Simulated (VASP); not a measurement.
# C (Fd-3m) in VASP: notebook

The runs below take C through single point, relaxation of cell and atoms, with r2SCAN.

All numbers are computed with VASP 6.6.1; they aren't measurements. Logs are shortened: lines on timing, memory, paths and dates and some standing lists are left out, and cuts for length are marked.

## 1. The cell of the first run

It takes space group Fd-3m (No. 227, cubic). The conventional cell has a = 3.596 Å, b = 3.596 Å, c = 3.596 Å, α = 90.00°, β = 90.00°, γ = 90.00°. C (site symmetry -43m) has 4 C at 1.56 Å within 2.1 Å.

## 2. Single point, r2SCAN (volume scaled by 1.03)

POSCAR reads:

```
C
1.0
    0.0000000000      1.7977680901      1.7977680901
    1.7977680901      0.0000000000      1.7977680901
    1.7977680901      1.7977680901      0.0000000000
C
2
Direct
    0.0000000000      0.0000000000      0.0000000000
    0.2500000000      0.2500000000      0.2500000000
```

INCAR.step1 reads:

```
PREC = Accurate
ENCUT = 520
ISMEAR = 0
SIGMA = 0.02
LREAL = F
LASPH = T
NELM = 100
NBANDS = 11
GGA = PE
ALGO = Normal
EDIFF = 1E-4
LWAVE = T
LCHARG = F
```

INCAR.step2 reads:

```
PREC = Accurate
ENCUT = 520
EDIFF = 1E-6
ISMEAR = 0
SIGMA = 0.02
LREAL = F
LASPH = T
NELM = 100
ALGO = Normal
ISIF = 2
LWAVE = F
LCHARG = T
METAGGA = R2SCAN
LMIXTAU = T
LELF = T
LVHAR = T
NBANDS = 11
ISTART = 1
```

KPOINTS reads:

```
Automatic mesh
0
Gamma
  12 12 12
```

Potentials or basis: VASP PAW PBE potentials, release 64 (C).

Run with:

```console
$ cat potpaw_PBE.64/C/POTCAR > POTCAR
$ cp INCAR.step1 INCAR
$ mpirun -np 1 vasp_std > vasp.out
$ cp INCAR.step2 INCAR
$ mpirun -np 1 vasp_std > vasp.out
```

OUTCAR:

```text
PREC = Accurate
   ENCUT = 520
   EDIFF = 1E-6
   ISMEAR = 0
   LREAL = F
   LASPH = T
   NELM = 100
   ISIF = 2
   METAGGA = R2SCAN
   ISTART = 1

 ion  position               nearest neighbor table
   1  0.000  0.000  0.000-   2 1.56   2 1.56   2 1.56   2 1.56
   2  0.250  0.250  0.250-   1 1.56   1 1.56   1 1.56   1 1.56

  LATTYP: Found a face centered cubic cell.
 ALAT       =     3.5955361802

  Lattice vectors:

 A1 = (   0.0000000000,   1.7977680901,   1.7977680901)
 A2 = (   1.7977680901,   0.0000000000,   1.7977680901)
 A3 = (   1.7977680901,   1.7977680901,   0.0000000000)

Analysis of symmetry for initial positions (statically):
=====================================================================
 Subroutine PRICEL returns:
 Original cell was already a primitive cell.

 Routine SETGRP: Setting up the symmetry group for a
 face centered cubic supercell.

 Subroutine GETGRP returns: Found 48 space group operations
 (whereof 24 operations were pure point group operations)
 out of a pool of 48 trial point group operations.

The static configuration has the point symmetry T_d .
 The point group associated with its full space group is O_h .

Analysis of symmetry for dynamics (positions and initial velocities):
=====================================================================
 Subroutine PRICEL returns:
 Original cell was already a primitive cell.

 Routine SETGRP: Setting up the symmetry group for a
 face centered cubic supercell.

 Subroutine GETGRP returns: Found 48 space group operations
 (whereof 24 operations were pure point group operations)
 out of a pool of 48 trial point group operations.

The dynamic configuration has the point symmetry T_d .
 The point group associated with its full space group is O_h .

 Subroutine INISYM returns: Found 48 space group operations
 (whereof 24 operations are pure point group operations),
 and found     1 'primitive' translations

----------------------------------------------------------------------------------------

                                     Primitive cell

  volume of cell :      11.6207

  direct lattice vectors                    reciprocal lattice vectors
     0.000000000  1.797768090  1.797768090    -0.278122636  0.278122636  0.278122636
     1.797768090  0.000000000  1.797768090     0.278122636 -0.278122636  0.278122636
     1.797768090  1.797768090  0.000000000     0.278122636  0.278122636 -0.278122636

  length of vectors
     2.542428015  2.542428015  2.542428015     0.481722536  0.481722536  0.481722536

  position of ions in fractional coordinates (direct lattice)
     0.000000000  0.000000000  0.000000000
     0.250000000  0.250000000  0.250000000

  ion indices of the primitive-cell ions
   primitive index   ion index
                 1           1
                 2           2

----------------------------------------------------------------------------------------

 KPOINTS: Automatic mesh

Automatic generation of k-mesh.
 Grid dimensions read from file:
 generate k-points for:   12   12   12

 Generating k-lattice:

  Cartesian coordinates                     Fractional coordinates (reciprocal lattice)
    -0.023176886  0.023176886  0.023176886     0.083333333  0.000000000  0.000000000
     0.023176886 -0.023176886  0.023176886     0.000000000  0.083333333  0.000000000
     0.023176886  0.023176886 -0.023176886     0.000000000  0.000000000  0.083333333

  Length of vectors
     0.040143545  0.040143545  0.040143545

  Shift w.r.t. Gamma in fractional coordinates (k-lattice)
     0.000000000  0.000000000  0.000000000

 Subroutine IBZKPT returns following result:
 ===========================================

 Found     72 irreducible k-points:

 Following reciprocal coordinates:
            Coordinates               Weight
  0.000000  0.000000  0.000000      1.000000
  0.083333  0.000000  0.000000      8.000000
  0.166667  0.000000  0.000000      8.000000
  0.250000  0.000000  0.000000      8.000000
  0.333333  0.000000  0.000000      8.000000
  0.416667  0.000000  0.000000      8.000000
[... 16 lines left out ...]
  0.500000  0.166667  0.000000     24.000000
 -0.416667  0.166667  0.000000     24.000000
 [... further k-points ...]
   k-points           NKPTS =     72   k-points in BZ     NKDIM =     72   number of bands    NBANDS=     11
   number of dos      NEDOS =    301   number of ions     NIONS =      2
   total plane-waves  NPLWV =   8000
   dimension x,y,z NGX =    20 NGY =   20 NGZ =   20
   dimension x,y,z NGXF=    40 NGYF=   40 NGZF=   40
   ions per type =               2
   NGX,Y,Z   is equivalent  to a cutoff of  13.08, 13.08, 13.08 a.u.
   NGXF,Y,Z  is equivalent  to a cutoff of  26.16, 26.16, 26.16 a.u.
 SYSTEM =  unknown system
   PREC   = accura    normal or accurate (medium, high low for compatibility)
   ISTART =      1    job   : 0-new  1-cont  2-samecut
   ICHARG =      0    charge: 1-file 2-atom 10-const
   ISPIN  =      1    spin polarized calculation?
   LNONCOLLINEAR =      F non collinear calculations
   LSORBIT =      F    spin-orbit coupling
   LASPH  =      T    aspherical Exc in radial PAW
   ENCUT  =  520.0 eV  38.22 Ry    6.18 a.u.   4.73  4.73  4.73*2*pi/ulx,y,z
   NELM   =    100;   NELMIN=  2; NELMDL=  0     # of ELM steps
   EDIFF  = 0.1E-05   stopping-criterion for ELM
   LREAL  =      F    real-space projection
   EDIFFG = 0.1E-04   stopping-criterion for IOM
   NSW    =      0    number of steps for IOM
   IBRION =     -1    ionic relax: 0-MD 1-quasi-New 2-CG
   NFREE  =      0    steps in history (QN), initial steepest desc. (CG)
   ISIF   =      2    stress and relaxation
   ISYM   =      2    0-nonsym 1-usesym 2-fastsym
   POTIM  = 0.5000    time-step for ionic-motion
   TEBEG  =    0.0;   TEEND  =   0.0 temperature during run
   PSTRESS=    0.0 pullay stress
   NELECT =       8.0000    total number of electrons
   NUPDOWN=      -1.0000    fix difference up-down
   EMIN   =  10.00;   EMAX   =-10.00  energy-range for DOS
   EFERMI =   0.00;   METHOD = LEGACY
   ISMEAR =     0;   SIGMA  =   0.02  broadening in eV -4-tet -1-fermi 0-gaus
   EFERMI_NEDOS =   21; number of points for ismear=-14 and -15
   IALGO  =     38    algorithm
   IMIX   =      4    mixing-type and parameters
     AMIX     =   0.40;   BMIX     =  1.00
     AMIX_MAG =   1.60;   BMIX_MAG =  1.00
  volume/ion in A,a.u.               =       5.81        39.21
  Fermi-wavevector in a.u.,A,eV,Ry     =   1.445532  2.731660 28.430243  2.089564
  Thomas-Fermi vector in A             =   2.563704
   LORBIT       =      0    0 simple, 1 ext, 2 COOP (PROOUT), +10 PAW based schemes
   METAGGA = R2SCAN    functional components
   LHFCALC =     F    Hartree Fock is set to
   AEXX    =    0.0000 exact exchange contribution
   IVDW    =     0    specifies the selected vdW correction
   LEPSILON=     F    determine dielectric tensor
   LRPA    =     F    only Hartree local field effects (RPA)
 non-spin polarized calculation
 Gauss-broadening in eV      SIGMA  =   0.02
  energy-cutoff  :      520.00
  volume of cell :       11.62
 maximum number of plane-waves:       331
   NGX =  9   NGY =  9   NGZ =  9

 number of electron       8.0000000 magnetization

 Free energy of the ion-electron system (eV)
  ---------------------------------------------------
  ext. energy  EPLUGINS =         0.00000000
  ---------------------------------------------------
  free energy    TOTEN  =       -19.64646095 eV

  energy without entropy =      -19.64646095  energy(sigma->0) =      -19.64646095

 E-fermi :   9.5620     XC(G=0): -14.1259

 val. band max:        9.3654156950   @ k =   0.0000   0.0000   0.0000
 cond. band min:      13.6515922615   @ k =   0.3333   0.3333   0.0000
 fundamental gap:      4.2861765665
 Fermi energy:         9.5620415264

 k-point     1 :       0.0000    0.0000    0.0000
  band No.  band energies     occupation
      1     -12.9988      2.00000
      2       9.3654      2.00000
      3       9.3654      2.00000
      4       9.3654      2.00000
      5      15.1346      0.00000
      6      15.1346      0.00000
      7      15.1346      0.00000
      8      22.6094      0.00000
      9      29.4296      0.00000
     10      36.4875      0.00000
     11      36.4875      0.00000

 k-point     2 :       0.0833    0.0000    0.0000
  band No.  band energies     occupation
      1     -12.8011      2.00000
      2       8.0730      2.00000
      3       9.0296      2.00000
      4       9.0296      2.00000
      5      15.5751      0.00000
      6      15.5751      0.00000
      7      15.8716      0.00000
      8      22.8321      0.00000
      9      29.7716      0.00000
     10      34.4768      0.00000
     11      34.4768      0.00000

 k-point     3 :       0.1667    0.0000    0.0000
  band No.  band energies     occupation
      1     -12.2109      2.00000
      2       5.4255      2.00000
      3       8.3009      2.00000
      4       8.3009      2.00000
      5      16.5332      0.00000
      6      16.5332      0.00000
      7      16.9404      0.00000
      8      23.4778      0.00000
      9      30.4879      0.00000
     10      32.8650      0.00000
     11      32.8650      0.00000

 k-point     4 :       0.2500    0.0000    0.0000
  band No.  band energies     occupation
      1     -11.2382      2.00000
      2       2.4777      2.00000
      3       7.5497      2.00000
      4       7.5497      2.00000
      5      17.4287      0.00000
      6      17.4287      0.00000
      7      17.6117      0.00000
      8      24.3806      0.00000
      9      30.9226      0.00000
     10      32.4563      0.00000
     11      32.4563      0.00000
[... 239 lines left out ...]
 k-point    22 :       0.4167    0.1667    0.0000
  band No.  band energies     occupation
      1      -8.7265      2.00000
      2      -0.8266      2.00000
      3       4.8874      2.00000
      4       5.1684      2.00000
      5      16.2661      0.00000
      6      20.6892      0.00000
      7      20.7688      0.00000
      8      22.5533      0.00000
      9      31.3547      0.00000
     10      32.6050      0.00000
     11      37.6605      0.00000

 k-point    23 :       0.5000    0.1667    0.0000
  band No.  band energies     occupation
      1      -7.1482      2.00000
      2      -3.0890      2.00000
      3       4.1502      2.00000
      4       5.2561      2.00000
      5      16.7075      0.00000
      6      20.4846      0.00000
      7      20.7815      0.00000
      8      24.2408      0.00000
      9      30.3763      0.00000
     10      34.0836      0.00000
     11      36.8657      0.00000

 k-point    24 :      -0.4167    0.1667    0.0000
  band No.  band energies     occupation
      1      -6.7412      2.00000
      2      -3.5849      2.00000
      3       3.6536      2.00000
      4       5.6447      2.00000
      5      17.1550      0.00000
      6      19.9709      0.00000
      7      20.7636      0.00000
      8      25.4489      0.00000
      9      29.6349      0.00000
     10      34.3581      0.00000
     11      34.8894      0.00000

 [... further k-points ...]
[... 5 lines left out ...]
  --------------------------------------------------------------------------------------
  -------------------------------------------------------------------------------------
  Total       -0.8421947     -0.8421947     -0.8421947     -0.0000000      0.0000000     -0.0000000
  in kB     -116.1160039   -116.1160039   -116.1160039     -0.0000000      0.0000000     -0.0000000
  external PRESSURE =    -116.1160039 kB  Pullay stress =       0.0000000 kB

 VOLUME and BASIS-vectors are now :
 -----------------------------------------------------------------------------
  energy-cutoff  :      520.00
  volume of cell :       11.62
      direct lattice vectors                 reciprocal lattice vectors
     0.000000000  1.797768090  1.797768090    -0.278122636  0.278122636  0.278122636
     1.797768090  0.000000000  1.797768090     0.278122636 -0.278122636  0.278122636
     1.797768090  1.797768090  0.000000000     0.278122636  0.278122636 -0.278122636

 POSITION                                       TOTAL-FORCE (eV/Angst)
 -----------------------------------------------------------------------------------
      0.00000      0.00000      0.00000         0.000000      0.000000      0.000000
      0.89888      0.89888      0.89888        -0.000000     -0.000000     -0.000000
 -----------------------------------------------------------------------------------
    total drift:                                0.000000      0.000000      0.000000

  FREE ENERGIE OF THE ION-ELECTRON SYSTEM (eV)
  ---------------------------------------------------
  free  energy   TOTEN  =       -19.6464609531 eV

  energy  without entropy=      -19.6464609531  energy(sigma->0) =      -19.64646095
```

It took 15 s on 1 thread of Intel Xeon 6975P-C (Granite Rapids), shared host; peak memory 0.12 GiB.

What came out:

- Free energy: -19.6465 eV
- Pressure: -11.6 GPa
- Band gap on the k mesh: 4.29 eV, indirect (least direct gap 5.77 eV)

Caveat: the PAW data sets were made with another functional, which shifts forces and pressure a little.

## 3. Single point, r2SCAN (volume scaled by 1.06)

POSCAR reads:

```
C
1.0
    0.0000000000      1.8150553823      1.8150553823
    1.8150553823      0.0000000000      1.8150553823
    1.8150553823      1.8150553823      0.0000000000
C
2
Direct
    0.0000000000      0.0000000000      0.0000000000
    0.2500000000      0.2500000000      0.2500000000
```

INCAR.step1 reads:

```
ALGO = Normal ; EDIFF = 1E-4
ENCUT = 520 ; GGA = PE
ISMEAR = 0 ; LASPH = True
LCHARG = False ; LREAL = False
LWAVE = True ; NBANDS = 11
NELM = 80 ; PREC = Accurate
SIGMA = 0.02
```

INCAR.step2 reads:

```
ALGO = Normal ; EDIFF = 1E-6
ENCUT = 520 ; ISIF = 2
ISMEAR = 0 ; ISTART = 1
LASPH = True ; LCHARG = True
LELF = True ; LMIXTAU = True
LREAL = False ; LVHAR = True
LWAVE = False ; METAGGA = R2SCAN
NBANDS = 11 ; NELM = 80
PREC = Accurate ; SIGMA = 0.02
```

KPOINTS reads:

```
k-points
0
Gamma
  12 12 12
```

Potentials or basis: VASP PAW PBE potentials, release 64 (C).

Run with:

```console
$ cat potpaw_PBE.64/C/POTCAR > POTCAR
$ cp INCAR.step1 INCAR
$ mpirun -np 1 vasp_std > vasp.out
$ cp INCAR.step2 INCAR
$ mpirun -np 1 vasp_std > vasp.out
```

It took 14 s on 1 thread of Intel Xeon 6975P-C (Granite Rapids), shared host; peak memory 0.12 GiB.

The run converged. Its results:

```yaml
Free_energy: -19.6106 eV
Pressure: -22.7 GPa
Band_gap_on_the_k_mesh: 4.22 eV, indirect (least direct gap 5.69 eV)
```

Levels at points of the mesh, in eV from the valence-band top:
| k point | band 1 | band 2 | band 3 | band 4 | band 5 | band 6 | band 7 | band 8 |
| --- | --- | --- | --- | --- | --- | --- | --- | --- |
| (0.00, 0.00, 0.00) | -21.98 | 0.00 | 0.00 | 0.00 | 5.69 | 5.69 | 5.69 | 12.57 |
| (0.50, 0.00, 0.00) | -16.33 | -13.46 | -2.84 | -2.84 | 8.40 | 8.65 | 8.65 | 16.17 |
| (0.50, 0.50, 0.00) | -13.21 | -13.21 | -6.33 | -6.33 | 4.88 | 4.88 | 17.05 | 17.05 |

Caveat: the PAW data sets were made with another functional, which shifts forces and pressure a little. A k mesh can miss the band edges.

(Continued in part 2 of 2.)
